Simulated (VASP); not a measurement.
The system is Os.

```
Os
1.0
     2.73060    0.00000    0.00000
    -1.36530    2.36477    0.00000
     0.00000    0.00000    4.42357
Os
2
Cartesian
  0.0000 1.5765 1.1059
  1.3653 0.7883 3.3177
```

| Item | Value |
| --- | --- |
| Program | VASP 6.6.1 |
| Task | relaxation of cell and atoms |
| Functional | PBE |
| Potentials or basis | VASP PAW PBE potentials, release 64 (Os) |
| Cutoff | 600 eV |
| k mesh | 17 × 17 × 9 |
| Occupations | fermi-dirac, width 0.05 eV |
| Spin | no spin polarisation |

At the start: pressure -0.3 GPa; volume 14.28 Å³/atom.

Question: Where does the relaxation end?

Answer: Over 6 steps the energy falls by 13.0 meV/atom; space group P6_3/mmc (No. 194, to 0.1 Å) before and after.

The path:
```csv
step,energy change (eV),largest force (eV/Å),pressure (GPa),volume (Å³)
1,0.0000,0.0000,-0.28,28.56
2,0.0344,0.0000,3.63,28.42
3,-0.0260,0.0000,0.51,28.52
4,-0.0260,0.0000,0.54,28.51
5,-0.0252,0.0000,-1.91,28.69
6,-0.0261,0.0000,0.02,28.55
```

Final structure:
```
CELL_PARAMETERS angstrom
2.75547 0.00000 0.00000
-1.37773 2.38630 0.00000
0.00000 0.00000 4.34210
ATOMIC_POSITIONS crystal
Os 0.33333 0.66667 0.25000
Os 0.66667 0.33333 0.75000
```
